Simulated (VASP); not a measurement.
Write the native input for VASP 6.6.1 that does the following.

```yaml
Task: single point
Functional: r2SCAN
Dispersion: rVV10
Potentials_or_basis: VASP PAW PBE potentials, release 64 (Ge_d)
Cutoff: 520 eV
k_mesh: 8 × 8 × 8
Occupations: fermi-dirac, width 0.05 eV
Spin: no spin polarisation
Dipole_correction: no
Further_INCAR_settings: ALGO = Normal; EDIFF = 1e-06; NBANDS = 21
```

Crystal: Ge.

```
CELL_PARAMETERS angstrom
0.00000 2.80992 2.80992
2.80992 0.00000 2.80992
2.80992 2.80992 0.00000
ATOMIC_POSITIONS crystal
Ge 0.75000 0.75000 0.75000
Ge 0.50000 0.50000 0.50000
```

The input as run:

POSCAR

```
Ge
1.0
    0.0000000000      2.8099234548      2.8099234548
    2.8099234548      0.0000000000      2.8099234548
    2.8099234548      2.8099234548      0.0000000000
Ge
2
Direct
    0.7500000000      0.7500000000      0.7500000000
    0.5000000000      0.5000000000      0.5000000000
```

INCAR.step1

```
SYSTEM = Ge
  PREC = Accurate
  ENCUT = 520
  ISMEAR = -1
  SIGMA = 0.05
  LREAL = .False.
  LASPH = .True.
  NELM = 60
  NBANDS = 21
  GGA = PE
  ALGO = Normal
  EDIFF = 1E-4
  LWAVE = .True.
  LCHARG = .False.
```

INCAR.step2

```
SYSTEM = Ge
  PREC = Accurate
  ENCUT = 520
  EDIFF = 1E-6
  ISMEAR = -1
  SIGMA = 0.05
  LREAL = .False.
  LASPH = .True.
  NELM = 60
  ALGO = Normal
  ISIF = 2
  LWAVE = .False.
  LCHARG = .True.
  METAGGA = R2SCAN
  LMIXTAU = .True.
  LUSE_VDW = .True.
  IVDW_NL = 2
  BPARAM = 11.95
  CPARAM = 0.0093
  LELF = .True.
  LVHAR = .True.
  NBANDS = 21
  ISTART = 1
```

KPOINTS

```
regular mesh
0
Gamma
  8 8 8
  0 0 0
```

Potentials or basis: VASP PAW PBE potentials, release 64 (Ge_d).

The run is started by

```bash
$ cat potpaw_PBE.64/Ge_d/POTCAR > POTCAR
$ cp INCAR.step1 INCAR
$ mpirun -np 1 vasp_std > vasp.out
$ cp INCAR.step2 INCAR
$ mpirun -np 1 vasp_std > vasp.out
```

Results of the run:

| Quantity | Value |
| --- | --- |
| Pressure | 1.4 GPa |
| Band gap on the k mesh | 0.49 eV, indirect (least direct gap 0.60 eV) |

Caveat: the PAW data sets were made with another functional, which shifts forces and pressure a little.

It took 77 s on 1 thread of Intel(R) Xeon(R) 6975P-C (Granite Rapids) (shared host), peak memory 0.29 GiB.
